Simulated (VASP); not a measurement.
Here is a VASP 6.6.1 calculation.

Contents of INCAR:

```
SYSTEM = GaP
ALGO     = Normal         ! electronic algorithm
EDIFF    = 1E-6           ! SCF threshold, eV
ENCUT    = 520            ! plane-wave cutoff, eV
GGA      = CA             ! functional
ISIF     = 2              ! what is computed and relaxed
ISMEAR   = 0              ! smearing method
LASPH    = .True.         ! aspherical terms in the spheres
LCHARG   = .True.         ! write CHGCAR
LELF     = .True.         ! ELF
LREAL    = .False.        ! projectors in reciprocal space
LVHAR    = .True.       
LWAVE    = .False.        ! write WAVECAR
NBANDS   = 26             ! bands
NELM     = 60             ! most SCF steps
PREC     = Accurate       ! precision mode
SIGMA    = 0.05           ! smearing width, eV
```

File KPOINTS:

```
k-points
0
Gamma
  9 9 9
  0 0 0
```

The input POSCAR:

```
GaP
1.0
    1.7695739060      1.0216639710      7.0493925834
   -1.7695739060      1.0216639710      7.0493925834
    0.0000000000     -2.0433279419      7.0493925834
Ga P
2 2
Direct
    0.4359784395      0.4359784395      0.4359784395
    0.5640215605      0.5640215605      0.5640215605
    0.0580350955      0.0580350955      0.0580350955
    0.9419649045      0.9419649045      0.9419649045
```

Potentials or basis: VASP PAW LDA potentials, release 64 (Ga_d, P).

Launch:

```bash
$ cat potpaw_LDA.64/Ga_d/POTCAR potpaw_LDA.64/P/POTCAR > POTCAR
$ mpirun -np 1 vasp_std > vasp.out
```

Estimate the band gap on the k mesh.

zero (bands 18 and 19 overlap by 0.50 eV).

Predict the largest force.

1.280 eV/Å.

What does it give for the pressure?

5.6 GPa.

Stress tensor (GPa, compression positive):
```
 15.64   0.00   0.00
  0.00  15.64   0.00
  0.00   0.00 -14.45
```

Caveat: the stress differs along the axes, from -14 to 16 GPa; semilocal functionals underestimate gaps, and a narrow one can read as zero; forces of over 1 eV/Å act on the atoms, so gaps and moduli don't describe the material at rest.
